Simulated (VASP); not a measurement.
A run of VASP 6.6.1 is set up as follows.

The input INCAR:

```
PREC = Accurate
ENCUT = 520
EDIFF = 1E-6
ISMEAR = 0
SIGMA = 0.02
LREAL = F
LASPH = T
NELM = 100
ALGO = Normal
ISIF = 2
LWAVE = F
LCHARG = F
GGA = PE
NBANDS = 35
```

Contents of KPOINTS:

```
regular mesh
0
Gamma
  9 9 2
```

File POSCAR:

```
WSe2
1.0
    3.3178532690      0.0000000000      0.0000000000
   -1.6589266345      2.8733452170      0.0000000000
    0.0000000000      0.0000000000     24.0685192700
W Se
2 4
Direct
    0.6565236012      0.3379307621      0.1410347886
    0.3333333333      0.6666666667      0.8584624800
    0.3333333333      0.6666666667      0.2105944900
    0.6666666667      0.3333333333      0.9275621000
    0.3333333333      0.6666666667      0.0724379000
    0.6666666667      0.3333333333      0.7894055100
```

Potentials or basis: VASP PAW PBE potentials, release 64 (W_sv, Se).

Launch:

```console
$ cat potpaw_PBE.64/W_sv/POTCAR potpaw_PBE.64/Se/POTCAR > POTCAR
$ mpirun -np 1 vasp_std > vasp.out
```

**Question.** Estimate the band gap on the k mesh.

**Answer.** 1.45 eV, indirect (least direct gap 1.49 eV).

**Question.** Estimate the largest force.

**Answer.** 0.889 eV/Å.

Forces in eV/Å, atoms in the order of the input:
```
W    0.773 -0.254  0.359
W    0.000  0.000 -0.007
Se  -0.377  0.123  0.187
Se  -0.001  0.000  0.295
Se  -0.395  0.130 -0.494
Se   0.000  0.000 -0.341
```

Caveat: the cell differs from its parent crystal (one atom moved); spin-orbit coupling is left out, which moves the levels of the heavy elements.
